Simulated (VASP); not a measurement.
Write the native input for VASP 6.6.1 that does the following.

```yaml
Task: relaxation of cell and atoms
Functional: r2SCAN
Potentials_or_basis: VASP PAW PBE potentials, release 64 (Ru_pv)
Cutoff: 600 eV
k_mesh: 26 × 26 × 26
Occupations: gaussian, width 0.1 eV
Spin: no spin polarisation
Dipole_correction: no
Further_INCAR_settings: ALGO = Normal; EDIFF = 1e-06; IBRION = 2; EDIFFG = -0.01; NSW = 100; ISIF = 3
```

Ru:

```
Ru
1.0
    -1.51494    1.51494    1.51494
     1.51494   -1.51494    1.51494
     1.51494    1.51494   -1.51494
Ru
1
Direct
  0.00000 0.00000 0.00000
```

One way to write it, as run:

POSCAR

```
Ru
1.0
   -1.5149380133      1.5149380133      1.5149380133
    1.5149380133     -1.5149380133      1.5149380133
    1.5149380133      1.5149380133     -1.5149380133
Ru
1
Direct
    0.0000000000      0.0000000000      0.0000000000
```

INCAR.step1

```
PREC = Accurate
ENCUT = 600
ISMEAR = 0
SIGMA = 0.1
LREAL = F
LASPH = T
NELM = 100
GGA = PE
ALGO = Normal
EDIFF = 1E-4
LWAVE = T
LCHARG = F
```

INCAR.step2

```
PREC = Accurate
ENCUT = 600
EDIFF = 1E-6
ISMEAR = 0
SIGMA = 0.1
LREAL = F
LASPH = T
NELM = 100
ALGO = Normal
ISIF = 3
LWAVE = F
LCHARG = F
METAGGA = R2SCAN
LMIXTAU = T
IBRION = 2
NSW = 100
EDIFFG = -0.01
ISTART = 1
```

KPOINTS

```
regular mesh
0
Gamma
  26 26 26
```

Potentials or basis: VASP PAW PBE potentials, release 64 (Ru_pv).

The run is started by

```bash
$ cat potpaw_PBE.64/Ru_pv/POTCAR > POTCAR
$ cp INCAR.step1 INCAR
$ mpirun -np 1 vasp_std > vasp.out
$ cp INCAR.step2 INCAR
$ mpirun -np 1 vasp_std > vasp.out
```

Results of the run:

The relaxed volume is 13.99 Å³/atom, the relaxed cell is a = 2.629 Å, b = 2.629 Å, c = 2.629 Å, α = 109.47°, β = 109.47°, γ = 109.47° and the space group after relaxing (to 0.05 Å) is Im-3m (No. 229). The energy gained by relaxing is 0.5 meV/atom and the ionic steps are 3. The pressure after relaxing is 0.0 GPa. The band gap on the k mesh is zero (band 7 reaches 14.19 eV, above the bottom of band 8 at 10.49 eV).

Caveat: the PAW data sets were made with another functional, which shifts forces and pressure a little.

It took 8.4 min on 1 thread of Intel(R) Xeon(R) Platinum 8259CL CPU @ 2.50GHz (Skylake/Cascade Lake) (shared host), peak memory 0.23 GiB.
